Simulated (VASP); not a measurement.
# Ba3Mo in VASP: a series of runs, part 2 of 2

VASP 6.6.1. The steps go on from the part before.

## (4) Single point, PBE

This run uses another cell than the first one, of 37.78 Å³/atom.

The input, INCAR:

```
SYSTEM = Ba3Mo
PREC = Accurate
ENCUT = 520
EDIFF = 1E-6
ISMEAR = 0
SIGMA = 0.1
LREAL = .FALSE.
LASPH = .TRUE.
NELM = 80
ALGO = Fast
ISIF = 2
LWAVE = .FALSE.
LCHARG = .TRUE.
GGA = PE
LELF = .TRUE.
LVHAR = .TRUE.
NBANDS = 30
```

The input, KPOINTS:

```
Automatic mesh
0
G
  10 10 10
  0 0 0
```

The input, POSCAR:

```
Ba3Mo
1.0
    5.3263720349      0.0000000000      0.0000000000
    0.0000000000      5.3263720349      0.0000000000
    0.0000000000      0.0000000000      5.3263720349
Ba Mo
3 1
Direct
    0.0000000000      0.5000000000      0.5000000000
    0.5000000000      0.0000000000      0.5000000000
    0.5000000000      0.5000000000      0.0000000000
    0.0000000000      0.0000000000      0.0000000000
```

Run with:

```bash
cat potpaw_PBE.64/Ba_sv/POTCAR potpaw_PBE.64/Mo_sv/POTCAR > POTCAR
mpirun -np 1 vasp_std > vasp.out
```

Run time: 4.3 min. Hardware: 1 thread of Intel Xeon Platinum 8259CL at 2.50GHz (Skylake/Cascade Lake), shared host; peak memory 0.38 GiB.

Results (log left out):

| Quantity | Value |
| --- | --- |
| Free energy | -12.3036 eV |
| Pressure | 0.6 GPa |
| Band gap on the k mesh | zero (bands 22 and 23 overlap by 1.33 eV) |

Levels at points of the mesh, in eV from the Fermi level:
| k point | band 18 | band 19 | band 20 | band 21 | band 22 | band 23 | band 24 | band 25 | band 26 | band 27 |
| --- | --- | --- | --- | --- | --- | --- | --- | --- | --- | --- |
| (0.00, 0.00, 0.00) | -1.90 | -1.36 | -1.36 | -0.98 | -0.98 | -0.98 | 1.30 | 1.30 | 1.30 | 2.42 |
| (0.50, 0.00, 0.00) | -1.11 | -0.53 | -0.51 | -0.48 | 0.07 | 0.07 | 0.27 | 0.53 | 0.90 | 0.90 |
| (0.50, 0.50, 0.00) | -0.38 | -0.10 | 0.03 | 0.03 | 0.07 | 0.07 | 0.34 | 0.38 | 0.97 | 1.12 |
| (0.50, 0.50, 0.50) | -1.13 | -1.13 | -1.13 | 0.16 | 0.16 | 0.96 | 0.96 | 0.96 | 2.25 | 2.25 |

Caveat: spin-orbit coupling is left out, which moves the levels of the heavy elements.

## (5) Relaxation of cell and atoms, PBE

The input, INCAR:

```
SYSTEM = Ba3Mo
PREC = Accurate
ENCUT = 600
EDIFF = 1E-6
ISMEAR = 0
SIGMA = 0.1
LREAL = .FALSE.
LASPH = .TRUE.
NELM = 60
ALGO = Normal
ISIF = 3
LWAVE = .FALSE.
LCHARG = .FALSE.
GGA = PE
IBRION = 2
NSW = 90
EDIFFG = -0.04
```

The input, KPOINTS:

```
regular mesh
0
G
  4 4 4
  0 0 0
```

The input, POSCAR:

```
Ba3Mo
1.0
    4.9779813960      0.0000000000      0.0000000000
    0.0000000000      4.9779813960      0.0000000000
    0.0000000000      0.0000000000      4.9268146951
Ba Mo
3 1
Direct
    0.0000000000      0.5000000000      0.5000000000
    0.5000000000      0.0000000000      0.5000000000
    0.5000000000      0.5000000000      0.0000000000
    0.0000000000      0.0000000000      0.0000000000
```

Run with:

```bash
cat potpaw_PBE.64/Ba_sv/POTCAR potpaw_PBE.64/Mo_sv/POTCAR > POTCAR
mpirun -np 1 vasp_std > vasp.out
```

Wall time 5.2 min (1 thread of Intel Xeon Platinum 8259CL at 2.50GHz (Skylake/Cascade Lake), shared host); peak memory 0.29 GiB.

It converged, with:

```yaml
Free_energy: -12.2852 eV
Relaxed_volume: 39.17 Å³/atom
Relaxed_cell: a = 5.409 Å, b = 5.409 Å, c = 5.355 Å, α = 90.00°, β = 90.00°, γ = 90.00°
Space_group_after_relaxing_to_0.1_Å: Pm-3m (No. 221)
Energy_gained_by_relaxing: 147.6 meV/atom
Ionic_steps: 3
Pressure_after_relaxing: -0.1 GPa
Band_gap_on_the_k_mesh: zero (bands 22 and 23 overlap by 1.70 eV)
```

Stress tensor (GPa, compression positive):
```
-0.15  0.00  0.00
 0.00 -0.15  0.00
 0.00  0.00 -0.02
```

Step by step:
| step | energy change (eV) | largest force (eV/Å) | pressure (GPa) | volume (Å³) |
| --- | --- | --- | --- | --- |
| 1 | 0.0000 | 0.0000 | 6.67 | 122.09 |
| 2 | -0.5575 | 0.0000 | 1.33 | 145.93 |
| 3 | -0.5904 | 0.0000 | -0.11 | 156.66 |

Final structure:
```xyz
4
Lattice="5.4086 0.0000 0.0000 0.0000 5.4086 0.0000 0.0000 0.0000 5.3555" Properties=species:S:1:pos:R:3 pbc="T T T"
Ba    0.0000    2.7043    2.6777
Ba    2.7043    0.0000    2.6777
Ba    2.7043    2.7043    0.0000
Mo    0.0000    0.0000    0.0000
```

Levels at points of the mesh, in eV from the Fermi level:
| k point | band 19 | band 20 | band 21 | band 22 | band 23 | band 24 |
| --- | --- | --- | --- | --- | --- | --- |
| (0.00, 0.00, 0.00) | -1.30 | -1.30 | -0.93 | -0.92 | -0.92 | 1.25 |
| (0.50, 0.00, 0.00) | -0.53 | -0.52 | -0.45 | 0.04 | 0.05 | 0.24 |
| (0.50, 0.50, 0.00) | -0.12 | -0.03 | -0.03 | 0.02 | 0.02 | 0.35 |
| (0.00, 0.00, 0.50) | -0.50 | -0.47 | -0.45 | 0.05 | 0.05 | 0.26 |
| (0.50, 0.00, 0.50) | -0.11 | -0.01 | 0.00 | 0.01 | 0.01 | 0.34 |
| (0.50, 0.50, 0.50) | -1.12 | -1.12 | 0.14 | 0.16 | 0.89 | 0.89 |

Caveat: the volume moved by over 15 % at a fixed basis, so the end points are rough; spin-orbit coupling is left out, which moves the levels of the heavy elements.

## (6) Relaxation of cell and atoms, PBE

This run uses another cell than the first one, of 37.26 Å³/atom.

The input, INCAR:

```
  PREC = Accurate
  ENCUT = 600
  EDIFF = 1E-6
  ISMEAR = 0
  SIGMA = 0.1
  LREAL = F
  LASPH = T
  NELM = 100
  ALGO = Fast
  ISIF = 3
  LWAVE = F
  LCHARG = F
  GGA = PE
  IBRION = 2
  NSW = 100
  EDIFFG = -0.01
```

The input, KPOINTS:

```
Automatic mesh
0
Gamma
  10 10 10
```

The input, POSCAR:

```
Ba3Mo
1.0
    5.3018976511      0.0000000000      0.0000000000
    0.0000000000      5.3018976511      0.0000000000
    0.0000000000      0.0000000000      5.3018976511
Ba Mo
3 1
Direct
    0.0000000000      0.5000000000      0.5000000000
    0.5000000000      0.0000000000      0.5000000000
    0.5000000000      0.5000000000      0.0000000000
    0.0000000000      0.0000000000      0.0000000000
```

Potentials or basis: VASP PAW PBE potentials, release 64 (Ba_sv, Mo_sv).

Run with:

```bash
cat potpaw_PBE.64/Ba_sv/POTCAR potpaw_PBE.64/Mo_sv/POTCAR > POTCAR
mpirun -np 1 vasp_std > vasp.out
```

Wall time 20 min (1 thread of Intel Xeon Platinum 8259CL at 2.50GHz (Skylake/Cascade Lake), shared host); peak memory 0.45 GiB.

It converged, with:

* Free energy: -12.3125 eV
* Relaxed volume: 39.08 Å³/atom
* Relaxed cell: a = 5.387 Å, b = 5.387 Å, c = 5.387 Å, α = 90.00°, β = 90.00°, γ = 90.00°
* Space group after relaxing (to 0.1 Å): Pm-3m (No. 221)
* Energy gained by relaxing: 4.8 meV/atom
* Ionic steps: 3
* Pressure after relaxing: 0.0 GPa
* Band gap on the k mesh: zero (bands 22 and 23 overlap by 1.26 eV)

Step by step:
| step | energy change (eV) | largest force (eV/Å) | pressure (GPa) | volume (Å³) |
| --- | --- | --- | --- | --- |
| 1 | 0.0000 | 0.0000 | 0.89 | 149.04 |
| 2 | -0.0167 | 0.0000 | 0.31 | 153.56 |
| 3 | -0.0191 | 0.0000 | -0.02 | 156.33 |

Final structure:
```xyz
4
Lattice="5.3870 0.0000 0.0000 0.0000 5.3870 0.0000 0.0000 0.0000 5.3870" Properties=species:S:1:pos:R:3 pbc="T T T"
Ba    0.0000    2.6935    2.6935
Ba    2.6935    0.0000    2.6935
Ba    2.6935    2.6935    0.0000
Mo    0.0000    0.0000    0.0000
```

Levels at points of the mesh, in eV from the Fermi level:
```
           k point  band 18  band 19  band 20  band 21  band 22  band 23  band 24  band 25  band 26
(0.00, 0.00, 0.00)    -1.83    -1.29    -1.29    -0.91    -0.91    -0.91     1.28     1.28     1.28
(0.50, 0.00, 0.00)    -1.14    -0.50    -0.48    -0.44     0.06     0.06     0.26     0.56     0.88
(0.50, 0.50, 0.00)    -0.38    -0.10     0.01     0.01     0.03     0.03     0.37     0.38     0.88
(0.50, 0.50, 0.50)    -1.10    -1.10    -1.10     0.17     0.17     0.94     0.94     0.94     2.12
```

Caveat: spin-orbit coupling is left out, which moves the levels of the heavy elements.

## (7) Summary

```csv
task,cell,k mesh,cutoff (eV),gap on the mesh (eV),pressure (GPa),relaxed volume (Å³/atom)
single point,"a = 4.978, b = 4.978, c = 4.927 Å, 4 atoms",4 × 4 × 4,520,none,6.7,-
single point,"a = 5.307, b = 5.307, c = 5.291 Å, 4 atoms",4 × 4 × 4,520,none,0.7,-
single point,"a = 5.326 Å, 4 atoms",10 × 10 × 10,520,none,0.6,-
relaxation of cell and atoms,"relaxed from a = 4.978, b = 4.978, c = 4.927 Å, 4 atoms",4 × 4 × 4,600,none,-0.1,39.17
relaxation of cell and atoms,"relaxed from a = 5.302 Å, 4 atoms",10 × 10 × 10,600,none,0.0,39.08
```

Alike in all rows: level PBE; potentials or basis VASP PAW PBE potentials, release 64 (Ba_sv, Mo_sv); no spin polarisation; smearing gaussian 0.1 eV.

Caveats: spin-orbit coupling is left out, which moves the levels of the heavy elements; the cell stands under pressure (at least some runs); the volume moved by over 15 % at a fixed basis, so the end points are rough (at least some runs).

Absolute energies hang on the potentials; compare differences alone.
